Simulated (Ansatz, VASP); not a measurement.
# NaCl: VASP beside Ansatz

The input INCAR:

```
SYSTEM = NaCl
PREC     = Accurate       ! precision mode
ENCUT    = 520            ! plane-wave cutoff, eV
EDIFF    = 1E-6           ! SCF threshold, eV
ISMEAR   = 0              ! smearing method
SIGMA    = 0.05           ! smearing width, eV
LREAL    = .FALSE.        ! projectors in reciprocal space
LASPH    = .TRUE.         ! aspherical terms in the spheres
NELM     = 100            ! most SCF steps
ALGO     = Normal         ! electronic algorithm
ISIF     = 2              ! what is computed and relaxed
LWAVE    = .FALSE.        ! write WAVECAR
LCHARG   = .FALSE.        ! write CHGCAR
GGA      = PE             ! functional
NBANDS   = 14             ! bands
```

File KPOINTS:

```
regular mesh
0
G
  6 6 6
  0 0 0
```

The input POSCAR:

```
NaCl
1.0
    3.5897447500      0.0000000000      0.0000000000
    0.0000000000      3.5897447500      0.0000000000
    0.0000000000      0.0000000000      3.5897447500
Na Cl
1 1
Direct
    0.0000000000      0.0000000000      0.0000000000
    0.5000000000      0.5000000000      0.5000000000
```

Input for Ansatz:

```yaml
crystal:
  lattice:
    - [3.58974475, 0.0, 0.0]
    - [0.0, 3.58974475, 0.0]
    - [0.0, 0.0, 3.58974475]
  atoms:
    - { symbol: Na, position: [0.0, 0.0, 0.0] }
    - { symbol: Cl, position: [0.5, 0.5, 0.5] }
basis:
  ecutwfc: 420
kpoints:
  mp_grid: { grid: [6, 6, 6] }
hamiltonian:
  xc: pbe
scf:
  occupations: { method: gaussian, width: 0.05 }
output:
  forces: true
  stress: true
  eigenvalues: true
```

Change from the starting cell: strain +0.025 along x and y, +0.025 along z, atoms carried along.

Alike in both runs: task single point; functional PBE; k mesh 6 × 6 × 6; occupations gaussian, width 0.05 eV; no spin polarisation.

|  | VASP | Ansatz |
| --- | --- | --- |
| version | VASP 6.6.1 | Ansatz 0.2.0 |
| potentials or method | VASP PAW PBE potentials, release 64 (Na_pv, Cl), cutoff 520 eV | scalar-relativistic, plane waves, PAW |
| valence electrons in the cell | 14 | 16 |

|  | VASP | Ansatz | Ansatz less VASP |
| --- | --- | --- | --- |
| gap on the k mesh at the Fermi level (eV) | 3.75 | 3.75 | 0.000 |
| least direct gap on the mesh (eV) | 4.18 | 4.18 | 0.000 |
| pressure (GPa) | -1.6 | -1.5 | +0.04 |

VASP's potentials hold 14 valence electrons a cell and Ansatz's 16, so a difference there can come from the potentials and not from the codes.
